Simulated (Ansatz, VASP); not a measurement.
Re in VASP and in Ansatz

```
Re
1.0
     2.73919    0.00000    0.00000
    -1.36959    2.37221    0.00000
     0.00000    0.00000    4.41187
Re
2
Direct
  0.33333 0.66667 0.25000
  0.66667 0.33333 0.75000
```

Alike in both runs: task single point; functional LDA; k mesh 13 × 13 × 7; occupations methfessel-paxton of order 1, width 0.6 eV; no spin polarisation.

|  | VASP | Ansatz |
| --- | --- | --- |
| version | VASP 6.6.1 | Ansatz 0.2.0 |
| potentials or method | VASP PAW LDA potentials, release 64 (Re_sv_GW), cutoff 560 eV | plane waves (420 eV) with PAW, scalar-relativistic |
| valence electrons in the cell | 30 | 30 |

|  | VASP | Ansatz | Ansatz less VASP |
| --- | --- | --- | --- |
| pressure (GPa) | -0.2 | -0.2 | +0.04 |
| traceless stress, the component that is largest in VASP (GPa) | 0.01 | 0.07 | +0.058 |

Ansatz warns that its potentials were made for another functional, while VASP's fit it. LDA's correlation is that of Perdew and Zunger in VASP and of Perdew and Wang (1992) in Ansatz.

Spin-orbit coupling is off throughout.
